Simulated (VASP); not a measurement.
Wanted: the native input for a VASP 6.6.1 run.

* Task: single point
* Functional: LDA
* Potentials or basis: VASP PAW LDA potentials, release 64 (Tl_d)
* Cutoff: 520 eV
* k mesh: 12 × 12 × 4
* Occupations: fermi-dirac, width 0.1 eV
* Spin: no spin polarisation
* Dipole correction: no
* Further INCAR settings: ALGO = Normal; EDIFF = 1e-06; NBANDS = 34

The structure of Tl lies in POSCAR:

```
Tl
1.0
    3.4660885724      0.0000000000      0.0000000000
   -1.7330442862      3.0017207555      0.0000000000
    0.0000000000      0.0000000000     11.2625731981
Tl
4
Direct
    1.0000000000      1.0000000000      0.0000000000
    1.0000000000      1.0000000000      0.5000000000
    0.3333333333      0.6666666667      0.2500000000
    0.6666666667      0.3333333333      0.7500000000
```

One way to write it, as run:

INCAR

```
SYSTEM = Tl
  PREC = Accurate
  ENCUT = 520
  EDIFF = 1E-6
  ISMEAR = -1
  SIGMA = 0.1
  LREAL = .False.
  LASPH = .True.
  NELM = 60
  ALGO = Normal
  ISIF = 2
  LWAVE = .False.
  LCHARG = .False.
  NBANDS = 34
```

KPOINTS

```
regular mesh
0
Gamma
  12 12 4
  0 0 0
```

Potentials or basis: VASP PAW LDA potentials, release 64 (Tl_d).

Launch:

```bash
$ cat potpaw_LDA.64/Tl_d/POTCAR > POTCAR
$ mpirun -np 1 vasp_std > vasp.out
```

It gave:

- Pressure: -2.6 GPa
- Band gap on the k mesh: zero (bands 26 and 27 overlap by 4.30 eV)

Caveat: spin-orbit coupling is left out, which moves the levels of the heavy elements.

Wall time 2.5 min on 1 thread of Intel(R) Xeon(R) 6975P-C (Granite Rapids) (shared host), peak memory 0.29 GiB.
